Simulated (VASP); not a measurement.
Te2Mo, 6 atoms in the cell. It takes space group P6_3/mmc (No. 194, hexagonal). The conventional cell has a = 3.446 Å, b = 3.446 Å, c = 13.688 Å, α = 90.00°, β = 90.00°, γ = 120.00°. Within 3.5 Å of Te (site symmetry 3m) lie 3 Mo at 2.66 Å and 6 Te at 3.45 Å. Within 3.5 Å of Mo (site symmetry -6m2) lie 6 Te at 2.66 Å and 6 Mo at 3.45 Å. 

```yaml
Program: VASP 6.6.1
Task: single point
Functional: PBE
Potentials_or_basis: VASP PAW PBE potentials, release 64 (Te, Mo_sv)
Cutoff: 520 eV
k_mesh: 9 × 9 × 2
Occupations: fermi-dirac, width 0.05 eV
Spin: no spin polarisation
Dipole_correction: no
Further_INCAR_settings: ALGO = Normal; EDIFF = 1e-07; NBANDS = 35
```

Potentials or basis: VASP PAW PBE potentials, release 64 (Te, Mo_sv).

Launch:

```sh
$ cat potpaw_PBE.64/Te/POTCAR potpaw_PBE.64/Mo_sv/POTCAR > POTCAR
$ mpirun -np 1 vasp_std > vasp.out
```

Hardware: 1 thread of Intel Xeon 8259CL, on a shared host.

How long does it take, and how much memory?

It took 5.3 min on 1 thread of Intel Xeon 8259CL (shared host), peak memory 0.33 GiB. Counts: scf iterations 17, k points 24.
